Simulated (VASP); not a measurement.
# MgS in VASP: further runs, part 2 of 3

VASP 6.6.1.

## Step 5: Single point, LDA (strain -0.050 along x and y, -0.050 along z)

Input file INCAR:

```
SYSTEM = MgS
PREC = Accurate
ENCUT = 520
EDIFF = 1E-6
ISMEAR = 0
SIGMA = 0.05
LREAL = .False.
LASPH = .True.
NELM = 100
ALGO = Normal
ISIF = 2
LWAVE = .False.
LCHARG = .False.
NBANDS = 11
```

Input file KPOINTS:

```
regular mesh
0
Gamma
  8 8 8
  0 0 0
```

Input file POSCAR:

```
MgS
1.0
    0.0000000000      2.4715675000      2.4715675000
    2.4715675000      0.0000000000      2.4715675000
    2.4715675000      2.4715675000      0.0000000000
Mg S
1 1
Direct
    0.0000000000      0.0000000000      0.0000000000
    0.5000000000      0.5000000000      0.5000000000
```

Potentials or basis: VASP PAW LDA potentials, release 64 (Mg, S).

The run is started by

```console
> cat potpaw_LDA.64/Mg/POTCAR potpaw_LDA.64/S/POTCAR > POTCAR
> mpirun -np 1 vasp_std > vasp.out
```

OUTCAR:

```text
SYSTEM = MgS
   PREC = Accurate
   ENCUT = 520
   EDIFF = 1E-6
   ISMEAR = 0
   LREAL = .False.
   LASPH = .True.
   NELM = 100
   ISIF = 2

 ion  position               nearest neighbor table
   1  0.000  0.000  0.000-   2 2.47   2 2.47   2 2.47   2 2.47   2 2.47   2 2.47
   2  0.500  0.500  0.500-   1 2.47   1 2.47   1 2.47   1 2.47   1 2.47   1 2.47

  LATTYP: Found a face centered cubic cell.
 ALAT       =     4.9431350000

  Lattice vectors:

 A1 = (   0.0000000000,   2.4715675000,   2.4715675000)
 A2 = (   2.4715675000,   0.0000000000,   2.4715675000)
 A3 = (   2.4715675000,   2.4715675000,   0.0000000000)

Analysis of symmetry for initial positions (statically):
=====================================================================
 Subroutine PRICEL returns:
 Original cell was already a primitive cell.

 Routine SETGRP: Setting up the symmetry group for a
 face centered cubic supercell.

 Subroutine GETGRP returns: Found 48 space group operations
 (whereof 48 operations were pure point group operations)
 out of a pool of 48 trial point group operations.

The static configuration has the point symmetry O_h .

Analysis of symmetry for dynamics (positions and initial velocities):
=====================================================================
 Subroutine PRICEL returns:
 Original cell was already a primitive cell.

 Routine SETGRP: Setting up the symmetry group for a
 face centered cubic supercell.

 Subroutine GETGRP returns: Found 48 space group operations
 (whereof 48 operations were pure point group operations)
 out of a pool of 48 trial point group operations.

The dynamic configuration has the point symmetry O_h .

 Subroutine INISYM returns: Found 48 space group operations
 (whereof 48 operations are pure point group operations),
 and found     1 'primitive' translations

----------------------------------------------------------------------------------------

                                     Primitive cell

  volume of cell :      30.1959

  direct lattice vectors                    reciprocal lattice vectors
     0.000000000  2.471567500  2.471567500    -0.202300767  0.202300767  0.202300767
     2.471567500  0.000000000  2.471567500     0.202300767 -0.202300767  0.202300767
     2.471567500  2.471567500  0.000000000     0.202300767  0.202300767 -0.202300767

  length of vectors
     3.495324279  3.495324279  3.495324279     0.350395206  0.350395206  0.350395206

  position of ions in fractional coordinates (direct lattice)
     0.000000000  0.000000000  0.000000000
     0.500000000  0.500000000  0.500000000

  ion indices of the primitive-cell ions
   primitive index   ion index
                 1           1
                 2           2

----------------------------------------------------------------------------------------

 KPOINTS: regular mesh

Automatic generation of k-mesh.
 Grid dimensions read from file:
 generate k-points for:    8    8    8

 Generating k-lattice:

  Cartesian coordinates                     Fractional coordinates (reciprocal lattice)
    -0.025287596  0.025287596  0.025287596     0.125000000  0.000000000  0.000000000
     0.025287596 -0.025287596  0.025287596     0.000000000  0.125000000  0.000000000
     0.025287596  0.025287596 -0.025287596     0.000000000  0.000000000  0.125000000

[... 39 lines left out ...]
   number of dos      NEDOS =    301   number of ions     NIONS =      2
   total plane-waves  NPLWV =  21952
   dimension x,y,z NGX =    28 NGY =   28 NGZ =   28
   dimension x,y,z NGXF=    56 NGYF=   56 NGZF=   56
   ions per type =               1   1
   NGX,Y,Z   is equivalent  to a cutoff of  13.32, 13.32, 13.32 a.u.
   NGXF,Y,Z  is equivalent  to a cutoff of  26.63, 26.63, 26.63 a.u.
 SYSTEM =  MgS
   PREC   = accura    normal or accurate (medium, high low for compatibility)
   ISTART =      0    job   : 0-new  1-cont  2-samecut
   ICHARG =      2    charge: 1-file 2-atom 10-const
   ISPIN  =      1    spin polarized calculation?
   LNONCOLLINEAR =      F non collinear calculations
   LSORBIT =      F    spin-orbit coupling
   LASPH  =      T    aspherical Exc in radial PAW
   ENCUT  =  520.0 eV  38.22 Ry    6.18 a.u.   6.50  6.50  6.50*2*pi/ulx,y,z
   NELM   =    100;   NELMIN=  2; NELMDL= -5     # of ELM steps
   EDIFF  = 0.1E-05   stopping-criterion for ELM
   LREAL  =      F    real-space projection
   EDIFFG = 0.1E-04   stopping-criterion for IOM
   NSW    =      0    number of steps for IOM
   IBRION =     -1    ionic relax: 0-MD 1-quasi-New 2-CG
   NFREE  =      0    steps in history (QN), initial steepest desc. (CG)
   ISIF   =      2    stress and relaxation
   ISYM   =      2    0-nonsym 1-usesym 2-fastsym
   POTIM  = 0.5000    time-step for ionic-motion
   TEBEG  =    0.0;   TEEND  =   0.0 temperature during run
   PSTRESS=    0.0 pullay stress
   NELECT =       8.0000    total number of electrons
   NUPDOWN=      -1.0000    fix difference up-down
   EMIN   =  10.00;   EMAX   =-10.00  energy-range for DOS
   EFERMI =   0.00;   METHOD = LEGACY
   ISMEAR =     0;   SIGMA  =   0.05  broadening in eV -4-tet -1-fermi 0-gaus
   EFERMI_NEDOS =   21; number of points for ismear=-14 and -15
   IALGO  =     38    algorithm
   IMIX   =      4    mixing-type and parameters
     AMIX     =   0.40;   BMIX     =  1.00
     AMIX_MAG =   1.60;   BMIX_MAG =  1.00
  volume/ion in A,a.u.               =      15.10       101.89
  Fermi-wavevector in a.u.,A,eV,Ry     =   1.051451  1.986954 15.041909  1.105549
  Thomas-Fermi vector in A             =   2.186495
   LORBIT       =      0    0 simple, 1 ext, 2 COOP (PROOUT), +10 PAW based schemes
   GGA     = CA    functional components
   LHFCALC =     F    Hartree Fock is set to
   AEXX    =    0.0000 exact exchange contribution
   IVDW    =     0    specifies the selected vdW correction
   LEPSILON=     F    determine dielectric tensor
   LRPA    =     F    only Hartree local field effects (RPA)
 non-spin polarized calculation
 Gauss-broadening in eV      SIGMA  =   0.05
  energy-cutoff  :      520.00
  volume of cell :       30.20
 maximum number of plane-waves:       869
 NGX is ok and might be reduce to    28
   NGX = 13   NGY = 13   NGZ = 13

 number of electron       8.0000000 magnetization

 Free energy of the ion-electron system (eV)
  ---------------------------------------------------
  ext. energy  EPLUGINS =         0.00000000
  ---------------------------------------------------
  free energy    TOTEN  =        -9.48818820 eV

  energy without entropy =       -9.48818820  energy(sigma->0) =       -9.48818820

 E-fermi :   5.3217     XC(G=0): -10.6359

 val. band max:        5.0900817812   @ k =   0.0000   0.0000   0.0000
 cond. band min:       7.9642751631   @ k =   0.5000   0.5000   0.0000
 fundamental gap:      2.8741933819
 Fermi energy:         5.3217481426

 k-point     1 :       0.0000    0.0000    0.0000
  band No.  band energies     occupation
      1      -8.5311      2.00000
      2       5.0901      2.00000
      3       5.0901      2.00000
      4       5.0901      2.00000
      5       9.9168      0.00000
      6      12.7738      0.00000
      7      12.7738      0.00000
      8      12.7738      0.00000
      9      15.4850      0.00000
     10      15.4850      0.00000
     11      17.7724      0.00000
[... 309 lines left out ...]
 k-point    24 :      -0.3750    0.2500    0.1250
  band No.  band energies     occupation
      1      -6.4892      2.00000
      2      -0.1089      2.00000
      3       2.4109      2.00000
      4       3.6079      2.00000
      5      10.8064      0.00000
      6      11.3414      0.00000
      7      13.8347      0.00000
      8      15.1047      0.00000
      9      17.8654      0.00000
     10      19.5492      0.00000
     11      21.3941      0.00000

 [... further k-points ...]

------------------------ aborting loop because EDIFF is reached ----------------------------------------

  FORCE on cell =-STRESS in cart. coord.  units (eV):
  Direction    XX          YY          ZZ          XY          YZ          ZX
  --------------------------------------------------------------------------------------
  -------------------------------------------------------------------------------------
  Total        2.0635504      2.0635504      2.0635504     -0.0000000      0.0000000      0.0000000
  in kB      109.4909552    109.4909552    109.4909552     -0.0000000      0.0000000      0.0000000
  external PRESSURE =     109.4909552 kB  Pullay stress =       0.0000000 kB

 VOLUME and BASIS-vectors are now :
 -----------------------------------------------------------------------------
  energy-cutoff  :      520.00
  volume of cell :       30.20
      direct lattice vectors                 reciprocal lattice vectors
     0.000000000  2.471567500  2.471567500    -0.202300767  0.202300767  0.202300767
     2.471567500  0.000000000  2.471567500     0.202300767 -0.202300767  0.202300767
     2.471567500  2.471567500  0.000000000     0.202300767  0.202300767 -0.202300767

 POSITION                                       TOTAL-FORCE (eV/Angst)
 -----------------------------------------------------------------------------------
      0.00000      0.00000      0.00000         0.000000     -0.000000      0.000000
      2.47157      2.47157      2.47157        -0.000000      0.000000     -0.000000
 -----------------------------------------------------------------------------------
    total drift:                                0.000000      0.000000      0.000000

  FREE ENERGIE OF THE ION-ELECTRON SYSTEM (eV)
  ---------------------------------------------------
  free  energy   TOTEN  =        -9.4881881976 eV

  energy  without entropy=       -9.4881881976  energy(sigma->0) =       -9.48818820
```

OSZICAR:

```text
N       E                     dE             d eps       ncg     rms          rms(c)
DAV:   1     0.198429063452E+02    0.19843E+02   -0.38012E+03   654   0.608E+02
DAV:   2    -0.880642784245E+01   -0.28649E+02   -0.27709E+02   821   0.102E+02
DAV:   3    -0.988627291049E+01   -0.10798E+01   -0.10785E+01   807   0.207E+01
DAV:   4    -0.989179837499E+01   -0.55255E-02   -0.55253E-02   754   0.175E+00
DAV:   5    -0.989183804858E+01   -0.39674E-04   -0.39673E-04   796   0.143E-01    0.522E+00
DAV:   6    -0.954240795264E+01    0.34943E+00   -0.67748E-01   716   0.339E+00    0.405E+00
DAV:   7    -0.949232141618E+01    0.50087E-01   -0.20091E-01   755   0.194E+00    0.241E+00
DAV:   8    -0.948848455309E+01    0.38369E-02   -0.97617E-03   710   0.540E-01    0.882E-01
DAV:   9    -0.948820585638E+01    0.27870E-03   -0.50627E-04   734   0.120E-01    0.341E-01
DAV:  10    -0.948819016294E+01    0.15693E-04   -0.54461E-05   751   0.363E-02    0.102E-01
DAV:  11    -0.948818816887E+01    0.19941E-05   -0.10545E-05   752   0.147E-02    0.115E-02
DAV:  12    -0.948818819759E+01   -0.28724E-07   -0.15380E-07   403   0.279E-03
   1 F= -.94881882E+01 E0= -.94881882E+01  d E =-.785095E-13
```

It used 7.5 s of CPU time on 1 thread of Intel Xeon 6975P-C, with other jobs on the host.

Results:

* Free energy: -9.4882 eV
* Pressure: 10.9 GPa
* Band gap on the k mesh: 2.87 eV, indirect (least direct gap 4.83 eV)

Levels at points of the mesh, in eV from the valence-band top:
```csv
k point,band 2,band 3,band 4,band 5,band 6,band 7
"(0.00, 0.00, 0.00)",0.00,0.00,0.00,4.83,7.68,7.68
"(0.50, 0.00, 0.00)",-5.79,-0.80,-0.80,4.59,6.89,6.89
"(0.50, 0.50, 0.00)",-5.13,-2.09,-2.09,2.87,3.71,13.17
```

Caveat: the cell differs from its parent crystal (strain -0.050 along x and y, -0.050 along z).

(Part 2 of 3 ends here.)
